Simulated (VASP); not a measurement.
NaCl, 2 atoms in the cell. The structure is cubic, space group Fm-3m (No. 225). Conventional cell: a = 5.605 Å, b = 5.605 Å, c = 5.605 Å, α = 90.00°, β = 90.00°, γ = 90.00°. Within 3.7 Å of Na (site symmetry m-3m) lie 6 Cl at 2.80 Å. Cl (site symmetry m-3m) has 6 Na at 2.80 Å within 3.7 Å. 

```yaml
Program: VASP 6.6.1
Task: single point
Functional: HSE06
Potentials_or_basis: VASP PAW PBE potentials, release 64 (Na_pv, Cl)
Cutoff: 520 eV
k_mesh: 6 × 6 × 6
Occupations: gaussian, width 0.01 eV
Spin: no spin polarisation
Dipole_correction: no
Grid_for_exact_exchange_PRECFOCK: Normal
Further_INCAR_settings: ALGO = Normal; EDIFF = 1e-07; NBANDS = 14
Share_of_exact_exchange: 0.25
Screening_parameter: 0.2079 1/Å
```

Potentials or basis: VASP PAW PBE potentials, release 64 (Na_pv, Cl).

Run with:

```bash
$ cat potpaw_PBE.64/Na_pv/POTCAR potpaw_PBE.64/Cl/POTCAR > POTCAR
$ cp INCAR.step1 INCAR
$ mpirun -np 1 vasp_std > vasp.out
$ cp INCAR.step2 INCAR
$ mpirun -np 1 vasp_std > vasp.out
```

Hardware: 1 thread of Intel(R) Xeon(R) 6975P-C (Granite Rapids) (shared host).

How long does it take, and how much memory?

Run time: 8.9 min on 1 thread of Intel(R) Xeon(R) 6975P-C (Granite Rapids), with other jobs on the host, peak memory 0.27 GiB. Counts: k points 16.
